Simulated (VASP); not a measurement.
# EuRu3 (Pm-3m) in VASP: further runs

Runs on EuRu3. Level: PBE+U. Tasks: single point.

All numbers are computed with VASP 6.6.1; they aren't measurements. Logs are shortened: lines on timing, memory, paths and dates and some standing lists are left out, and cuts for length are marked.

**1. The cell of the first run**

The structure is cubic, space group Pm-3m (No. 221). Conventional cell: a = 4.087 Å, b = 4.087 Å, c = 4.087 Å, α = 90.00°, β = 90.00°, γ = 90.00°. Eu (site symmetry m-3m) has 12 Ru at 2.89 Å within 3.8 Å. Within 3.8 Å of Ru (site symmetry 4/mmm) lie 4 Eu at 2.89 Å and 8 Ru at 2.89 Å.

**2. Single point, PBE+U, collinear spin, ferromagnetic start**

The input, INCAR:

```
SYSTEM = EuRu3
PREC = Accurate
ENCUT = 560
EDIFF = 1E-6
ISMEAR = 0
SIGMA = 0.05
LREAL = .False.
LASPH = .True.
NELM = 200
ALGO = Normal
ISIF = 2
LWAVE = .False.
LCHARG = .False.
ISPIN = 2
MAGMOM = 6.75 0 0 0
LORBIT = 11
LMAXMIX = 6
LDAU = .True.
LDAUTYPE = 2
LDAUL = 3 -1
LDAUU = 6 0
LDAUJ = 0 0
LDAUPRINT = 1
GGA = PE
NBANDS = 44
GGA_COMPAT = .False.
```

The input, KPOINTS:

```
regular mesh
0
Gamma
  8 8 8
  0 0 0
```

The input, POSCAR:

```
EuRu3
1.0
    4.0869267262      0.0000000000      0.0000000000
    0.0000000000      4.0869267262      0.0000000000
    0.0000000000      0.0000000000      4.0869267262
Eu Ru
1 3
Direct
    0.0000000000      0.0000000000      0.0000000000
    0.0000000000      0.5000000000      0.5000000000
    0.5000000000      0.5000000000      0.0000000000
    0.5000000000      0.0000000000      0.5000000000
```

Potentials or basis: VASP PAW PBE potentials, release 64 (Eu, Ru_sv).

The run is started by

```sh
$ cat potpaw_PBE.64/Eu/POTCAR potpaw_PBE.64/Ru_sv/POTCAR > POTCAR
$ mpirun -np 1 vasp_std > vasp.out
```

OUTCAR:

```text
SYSTEM = EuRu3
   PREC = Accurate
   ENCUT = 560
   EDIFF = 1E-6
   ISMEAR = 0
   LREAL = .False.
   LASPH = .True.
   NELM = 200
   ISIF = 2
   ISPIN = 2
   LORBIT = 11
   GGA = PE

 ion  position               nearest neighbor table
   1  0.000  0.000  0.000-   2 2.89   3 2.89   4 2.89   2 2.89   4 2.89   2 2.89   3 2.89   2 2.89
                             3 2.89   4 2.89   4 2.89   3 2.89
   2  0.000  0.500  0.500-   1 2.89   1 2.89   1 2.89   1 2.89
   3  0.500  0.500  0.000-   1 2.89   1 2.89   1 2.89   1 2.89
   4  0.500  0.000  0.500-   1 2.89   1 2.89   1 2.89   1 2.89

  LATTYP: Found a simple cubic cell.
 ALAT       =     4.0869267262

  Lattice vectors:

 A1 = (   4.0869267262,   0.0000000000,   0.0000000000)
 A2 = (   0.0000000000,   4.0869267262,   0.0000000000)
 A3 = (   0.0000000000,   0.0000000000,   4.0869267262)

Analysis of symmetry for initial positions (statically):
=====================================================================
 Subroutine PRICEL returns:
 Original cell was already a primitive cell.

 Routine SETGRP: Setting up the symmetry group for a
 simple cubic supercell.

 Subroutine GETGRP returns: Found 48 space group operations
 (whereof 48 operations were pure point group operations)
 out of a pool of 48 trial point group operations.

The static configuration has the point symmetry O_h .

Analysis of symmetry for dynamics (positions and initial velocities):
=====================================================================
 Subroutine PRICEL returns:
 Original cell was already a primitive cell.

 Routine SETGRP: Setting up the symmetry group for a
 simple cubic supercell.

 Subroutine GETGRP returns: Found 48 space group operations
 (whereof 48 operations were pure point group operations)
 out of a pool of 48 trial point group operations.

The dynamic configuration has the point symmetry O_h .

Analysis of structural, dynamic, and magnetic symmetry:
=====================================================================
 Subroutine PRICEL returns:
 Original cell was already a primitive cell.

 Routine SETGRP: Setting up the symmetry group for a
 simple cubic supercell.

 Subroutine GETGRP returns: Found 48 space group operations
 (whereof 48 operations were pure point group operations)
 out of a pool of 48 trial point group operations.

The overall configuration has the point symmetry O_h .

 Subroutine INISYM returns: Found 48 space group operations
 (whereof 48 operations are pure point group operations),
 and found     1 'primitive' translations

----------------------------------------------------------------------------------------

                                     Primitive cell

  volume of cell :      68.2638

  direct lattice vectors                    reciprocal lattice vectors
     4.086926726  0.000000000  0.000000000     0.244682635  0.000000000  0.000000000
     0.000000000  4.086926726  0.000000000     0.000000000  0.244682635  0.000000000
     0.000000000  0.000000000  4.086926726     0.000000000  0.000000000  0.244682635

  length of vectors
     4.086926726  4.086926726  4.086926726     0.244682635  0.244682635  0.244682635

  position of ions in fractional coordinates (direct lattice)
     0.000000000  0.000000000  0.000000000
     0.000000000  0.500000000  0.500000000
     0.500000000  0.500000000  0.000000000
     0.500000000  0.000000000  0.500000000

  ion indices of the primitive-cell ions
   primitive index   ion index
                 1           1
                 2           2
                 3           3
                 4           4

----------------------------------------------------------------------------------------

 KPOINTS: regular mesh

[... 81 lines left out ...]
   EFERMI =   0.00;   METHOD = LEGACY
   ISMEAR =     0;   SIGMA  =   0.05  broadening in eV -4-tet -1-fermi 0-gaus
   EFERMI_NEDOS =   21; number of points for ismear=-14 and -15
   IALGO  =     38    algorithm
   IMIX   =      4    mixing-type and parameters
     AMIX     =   0.40;   BMIX     =  1.00
     AMIX_MAG =   1.60;   BMIX_MAG =  1.00
  volume/ion in A,a.u.               =      17.07       115.17
  Fermi-wavevector in a.u.,A,eV,Ry     =   1.610580  3.043556 35.293098  2.593969
  Thomas-Fermi vector in A             =   2.706108
   LORBIT       =     11    0 simple, 1 ext, 2 COOP (PROOUT), +10 PAW based schemes
 LDA+U is selected, type is set to LDAUTYPE =  2
   angular momentum for each species LDAUL =     3   -1
   U (eV)           for each species LDAUU =   6.0  0.0
   J (eV)           for each species LDAUJ =   0.0  0.0
   GGA     = PE    functional components
   LHFCALC =     F    Hartree Fock is set to
   AEXX    =    0.0000 exact exchange contribution
   IVDW    =     0    specifies the selected vdW correction
   LEPSILON=     F    determine dielectric tensor
   LRPA    =     F    only Hartree local field effects (RPA)
 spin polarized calculation
 Gauss-broadening in eV      SIGMA  =   0.05
  energy-cutoff  :      560.00
  volume of cell :       68.26
 maximum number of plane-waves:      2103
 NGX is ok and might be reduce to    32
   NGX = 15   NGY = 15   NGZ = 15

atom =   1  type =  1  l = 3

 onsite density matrix

spin component  1

  0.9322  0.0000  0.0571  0.0000  0.0000  0.0000 -0.0000
  0.0000  0.9835 -0.0000 -0.0000 -0.0000 -0.0000 -0.0000
  0.0571 -0.0000  0.9028  0.0000 -0.0000  0.0000  0.0000
  0.0000 -0.0000  0.0000  0.9764  0.0000 -0.0000 -0.0000
  0.0000 -0.0000 -0.0000  0.0000  0.9028  0.0000 -0.0571
  0.0000 -0.0000  0.0000 -0.0000  0.0000  0.8586  0.0000
 -0.0000 -0.0000  0.0000 -0.0000 -0.0571  0.0000  0.9322

spin component  2

  0.0057 -0.0000 -0.0014 -0.0000 -0.0000 -0.0000  0.0000
 -0.0000  0.0063 -0.0000 -0.0000  0.0000  0.0000  0.0000
 -0.0014 -0.0000  0.0064 -0.0000 -0.0000 -0.0000 -0.0000
 -0.0000 -0.0000 -0.0000  0.0045 -0.0000  0.0000  0.0000
 -0.0000  0.0000 -0.0000 -0.0000  0.0064 -0.0000  0.0014
 -0.0000  0.0000 -0.0000  0.0000 -0.0000  0.0075 -0.0000
  0.0000  0.0000 -0.0000  0.0000  0.0014 -0.0000  0.0057

 occupancies and eigenvectors

  o =  0.0045  v =  0.0000  0.0000  0.0000  0.0000  0.0000  0.0000  0.0000  0.7905  0.0000  0.6124  0.0057  0.0026  0.0000 -0.0034      0.0000  0.0000  0.0000  0.0000  0.0000  0.0000  0.0000  0.0000  0.0000  0.0000  0.0000  0.0000  0.0000  0.0000
  o =  0.0045  v =  0.0000  0.0000  0.0000  0.0000  0.0000  0.0000  0.0000  0.0034 -0.0000  0.0027 -0.0048 -0.6124  0.0000  0.7906      0.0000  0.0000  0.0000  0.0000  0.0000  0.0000  0.0000  0.0000  0.0000  0.0000  0.0000  0.0000  0.0000  0.0000
  o =  0.0045  v =  0.0000  0.0000  0.0000  0.0000  0.0000  0.0000  0.0000  0.0045  0.0000  0.0035 -1.0000  0.0029  0.0000 -0.0038      0.0000  0.0000  0.0000  0.0000  0.0000  0.0000  0.0000  0.0000  0.0000  0.0000  0.0000  0.0000  0.0000  0.0000
  o =  0.0063  v =  0.0000  0.0000  0.0000  0.0000  0.0000  0.0000  0.0000  0.0000 -1.0000  0.0000 -0.0000  0.0000 -0.0000  0.0000      0.0000  0.0000  0.0000  0.0000  0.0000  0.0000  0.0000  0.0000  0.0000  0.0000  0.0000  0.0000  0.0000  0.0000
  o =  0.0075  v =  0.0000  0.0000  0.0000  0.0000  0.0000  0.0000  0.0000 -0.0000 -0.0000  0.0000  0.0000  0.0008  1.0000  0.0006      0.0000  0.0000  0.0000  0.0000  0.0000  0.0000  0.0000  0.0000  0.0000  0.0000  0.0000  0.0000  0.0000  0.0000
  o =  0.0075  v =  0.0000  0.0000  0.0000  0.0000  0.0000  0.0000  0.0000  0.0031 -0.0000 -0.0039  0.0000 -0.7906  0.0010 -0.6124      0.0000  0.0000  0.0000  0.0000  0.0000  0.0000  0.0000  0.0000  0.0000  0.0000  0.0000  0.0000  0.0000  0.0000
  o =  0.0075  v =  0.0000  0.0000  0.0000  0.0000  0.0000  0.0000  0.0000  0.6124 -0.0000 -0.7906 -0.0000  0.0039  0.0000  0.0031      0.0000  0.0000  0.0000  0.0000  0.0000  0.0000  0.0000  0.0000  0.0000  0.0000  0.0000  0.0000  0.0000  0.0000
  o =  0.8586  v =  0.0000 -0.0000 -0.0000  0.0000 -0.7906  0.0026 -0.6124  0.0000  0.0000  0.0000  0.0000  0.0000  0.0000  0.0000      0.0000  0.0000  0.0000  0.0000  0.0000  0.0000  0.0000  0.0000  0.0000  0.0000  0.0000  0.0000  0.0000  0.0000
  o =  0.8586  v = -0.6124  0.0000  0.7906  0.0000  0.0000  0.0000 -0.0000  0.0000  0.0000  0.0000  0.0000  0.0000  0.0000  0.0000      0.0000  0.0000  0.0000  0.0000  0.0000  0.0000  0.0000  0.0000  0.0000  0.0000  0.0000  0.0000  0.0000  0.0000
  o =  0.8586  v =  0.0000 -0.0000 -0.0000 -0.0000  0.0021  1.0000  0.0016  0.0000  0.0000  0.0000  0.0000  0.0000  0.0000  0.0000      0.0000  0.0000  0.0000  0.0000  0.0000  0.0000  0.0000  0.0000  0.0000  0.0000  0.0000  0.0000  0.0000  0.0000
  o =  0.9764  v =  0.0000  0.0000  0.0000  0.0147 -0.6123  0.0000  0.7905  0.0000  0.0000  0.0000  0.0000  0.0000  0.0000  0.0000      0.0000  0.0000  0.0000  0.0000  0.0000  0.0000  0.0000  0.0000  0.0000  0.0000  0.0000  0.0000  0.0000  0.0000
  o =  0.9764  v = -0.7906  0.0000 -0.6124 -0.0000 -0.0000 -0.0000  0.0000  0.0000  0.0000  0.0000  0.0000  0.0000  0.0000  0.0000      0.0000  0.0000  0.0000  0.0000  0.0000  0.0000  0.0000  0.0000  0.0000  0.0000  0.0000  0.0000  0.0000  0.0000
  o =  0.9764  v =  0.0000  0.0000 -0.0000  0.9999  0.0090  0.0000 -0.0116  0.0000  0.0000  0.0000  0.0000  0.0000  0.0000  0.0000      0.0000  0.0000  0.0000  0.0000  0.0000  0.0000  0.0000  0.0000  0.0000  0.0000  0.0000  0.0000  0.0000  0.0000
  o =  0.9835  v =  0.0000  1.0000 -0.0000 -0.0000  0.0000 -0.0000 -0.0000  0.0000  0.0000  0.0000  0.0000  0.0000  0.0000  0.0000      0.0000  0.0000  0.0000  0.0000  0.0000  0.0000  0.0000  0.0000  0.0000  0.0000  0.0000  0.0000  0.0000  0.0000

 number of electron      65.0000047 magnetization       4.8747555

 Free energy of the ion-electron system (eV)
  ---------------------------------------------------
  ext. energy  EPLUGINS =         0.00000000
  ---------------------------------------------------
  free energy    TOTEN  =       -35.49941624 eV

  energy without entropy =      -35.49398375  energy(sigma->0) =      -35.49670000

 E-fermi :   9.6229     XC(G=0): -12.9085

 val. band max:        9.6216292032   @ k =   0.5000   0.1250   0.0000
 cond. band min:       9.6377021838   @ k =   0.5000   0.5000   0.0000
 fundamental gap:      0.0160729806
 Fermi energy:         9.6229229934

 spin component 1

 k-point     1 :       0.0000    0.0000    0.0000
  band No.  band energies     occupation
      1     -62.2439      1.00000
      2     -62.1743      1.00000
      3     -62.1743      1.00000
      4     -32.3913      1.00000
      5     -32.3913      1.00000
      6     -32.3913      1.00000
[... 2249 lines left out ...]
     43      18.3468      0.00000
     44      18.5148      0.00000

 [... further k-points ...]

------------------------ aborting loop because EDIFF is reached ----------------------------------------

  FORCE on cell =-STRESS in cart. coord.  units (eV):
  Direction    XX          YY          ZZ          XY          YZ          ZX
  --------------------------------------------------------------------------------------
  -------------------------------------------------------------------------------------
  Total       -0.2510754     -0.2510754     -0.2510754      0.0000000      0.0000000      0.0000000
  in kB       -5.8928328     -5.8928328     -5.8928328      0.0000000      0.0000000      0.0000000
  external PRESSURE =      -5.8928328 kB  Pullay stress =       0.0000000 kB

 VOLUME and BASIS-vectors are now :
 -----------------------------------------------------------------------------
  energy-cutoff  :      560.00
  volume of cell :       68.26
      direct lattice vectors                 reciprocal lattice vectors
     4.086926726  0.000000000  0.000000000     0.244682635  0.000000000  0.000000000
     0.000000000  4.086926726  0.000000000     0.000000000  0.244682635  0.000000000
     0.000000000  0.000000000  4.086926726     0.000000000  0.000000000  0.244682635

 POSITION                                       TOTAL-FORCE (eV/Angst)
 -----------------------------------------------------------------------------------
      0.00000      0.00000      0.00000         0.000000      0.000000      0.000000
      0.00000      2.04346      2.04346         0.000000      0.000000      0.000000
      2.04346      2.04346      0.00000         0.000000      0.000000      0.000000
      2.04346      0.00000      2.04346         0.000000      0.000000      0.000000
 -----------------------------------------------------------------------------------
    total drift:                                0.000000     -0.000000     -0.000000

  FREE ENERGIE OF THE ION-ELECTRON SYSTEM (eV)
  ---------------------------------------------------
  free  energy   TOTEN  =       -35.4994162405 eV

  energy  without entropy=      -35.4939837542  energy(sigma->0) =      -35.49670000

 total charge

# of ion       s       p       d       f       tot
--------------------------------------------------
    1        2.088   5.751   0.715   6.520  15.074
    2        2.205   6.010   5.398   0.000  13.612
    3        2.205   6.010   5.398   0.000  13.612
    4        2.205   6.010   5.398   0.000  13.612
--------------------------------------------------
tot          8.702  23.780  16.908   6.520  55.910

 magnetization (x)

# of ion       s       p       d       f       tot
--------------------------------------------------
    1        0.001  -0.099   0.111   6.439   6.452
    2       -0.004   0.001  -0.565   0.000  -0.568
    3       -0.004   0.001  -0.565   0.000  -0.568
    4       -0.004   0.001  -0.565   0.000  -0.568
--------------------------------------------------
tot         -0.010  -0.097  -1.584   6.439   4.749
```

Wall time 13 min (1 thread of AMD EPYC, shared host); peak memory 0.3 GiB.

Results:

```yaml
Free_energy: -35.4994 eV
Pressure: -0.6 GPa
Net_moment: 4.87 μB per cell
Site_moments: Eu +6.45; Ru -0.57 μB
Valence_electrons_inside_the_program's_atomic_spheres: Eu 15.07; Ru 13.61
```

Eigenvalues of the final occupation matrices:
```csv
site,spin,trace,eigenvalues
site 1 f,1,6.49,0.86 0.86 0.86 0.98 0.98 0.98 0.98
site 1 f,2,0.04,0.00 0.00 0.00 0.01 0.01 0.01 0.01
```

Caveat: spin-orbit coupling is left out, which moves the levels of the heavy elements. The state reached can hang on the start; a lower one may exist.

**3. Single point, PBE+U, collinear spin, ferrimagnetic start (17.41 Å³/atom)**

This run uses another cell than the first one, of 17.41 Å³/atom.

The input, INCAR:

```
PREC = Accurate ; ENCUT = 520
EDIFF = 1E-7 ; ISMEAR = 0
SIGMA = 0.05 ; LREAL = F
LASPH = T ; NELM = 150
ALGO = Normal ; ISIF = 2
LWAVE = F ; LCHARG = T
ISPIN = 2 ; MAGMOM = 7.27 -0.71 -0.71 -0.71
LORBIT = 11 ; LMAXMIX = 6
LDAU = T ; LDAUTYPE = 2
LDAUL = 3 -1 ; LDAUU = 6 0
LDAUJ = 0 0 ; LDAUPRINT = 1
GGA = PE ; LELF = T
LVHAR = T ; NBANDS = 42
```

The input, KPOINTS:

```
regular mesh
0
Gamma
  8 8 8
```

The input, POSCAR:

```
EuRu3
1.0
    4.1139932549      0.0000000000      0.0000000000
    0.0000000000      4.1139932549      0.0000000000
    0.0000000000      0.0000000000      4.1139932549
Eu Ru
1 3
Direct
    0.0000000000      0.0000000000      0.0000000000
    0.0000000000      0.5000000000      0.5000000000
    0.5000000000      0.5000000000      0.0000000000
    0.5000000000      0.0000000000      0.5000000000
```

Potentials or basis: VASP PAW PBE potentials, release 64 (Eu, Ru_pv).

The run is started by

```sh
$ cat potpaw_PBE.64/Eu/POTCAR potpaw_PBE.64/Ru_pv/POTCAR > POTCAR
$ mpirun -np 1 vasp_std > vasp.out
```

Run time: 4.7 min. Hardware: 1 thread of Intel Xeon Platinum 8488C (Sapphire Rapids), shared host; peak memory 0.32 GiB.

It converged, with:

| Item | Value |
| --- | --- |
| Free energy | -35.3644 eV |
| Pressure | -3.3 GPa |
| Net moment | 4.84 μB per cell |
| Site moments | Eu +6.46; Ru -0.61 μB |
| Valence electrons inside the program's atomic spheres | Eu 15.05; Ru 12.50 |

Levels at points of the mesh, in eV from the Fermi level:
Spin up:
```tsv
k point	band 29	band 30	band 31	band 32	band 33	band 34	band 35	band 36
(0.00, 0.00, 0.00)	-0.79	-0.79	0.82	0.82	1.64	2.00	2.00	2.00
(0.50, 0.00, 0.00)	-1.01	-1.01	-0.20	0.01	0.40	0.41	0.41	1.11
(0.50, 0.50, 0.00)	-0.95	-0.94	-0.94	-0.49	0.04	0.04	0.05	0.25
(0.50, 0.50, 0.50)	-0.79	-0.79	-0.28	-0.28	1.10	1.66	1.66	1.66
```
Spin down:
```
           k point  band 23  band 24  band 25  band 26  band 27  band 28  band 29  band 30  band 31  band 32
(0.00, 0.00, 0.00)    -1.15     0.26     0.26     1.17     1.64     1.64     1.64     4.46     4.46     4.46
(0.50, 0.00, 0.00)    -1.81    -0.65    -0.45    -0.39    -0.36    -0.36     0.45     1.64     3.86     3.86
(0.50, 0.50, 0.00)    -1.45    -1.42    -0.91    -0.77    -0.77    -0.31    -0.08     0.35     3.81     3.81
(0.50, 0.50, 0.50)    -1.24    -0.68    -0.68     0.81     1.25     1.25     1.25     3.45     3.45     3.45
```

Eigenvalues of the final occupation matrices:
| site | spin | trace | eigenvalues |
| --- | --- | --- | --- |
| site 1 f | 1 | 6.50 | 0.86 0.86 0.86 0.98 0.98 0.98 0.98 |
| site 1 f | 2 | 0.04 | 0.00 0.00 0.00 0.01 0.01 0.01 0.01 |

Caveat: the cell stands under tension; spin-orbit coupling is left out, which moves the levels of the heavy elements. The state reached can hang on the start; a lower one may exist.
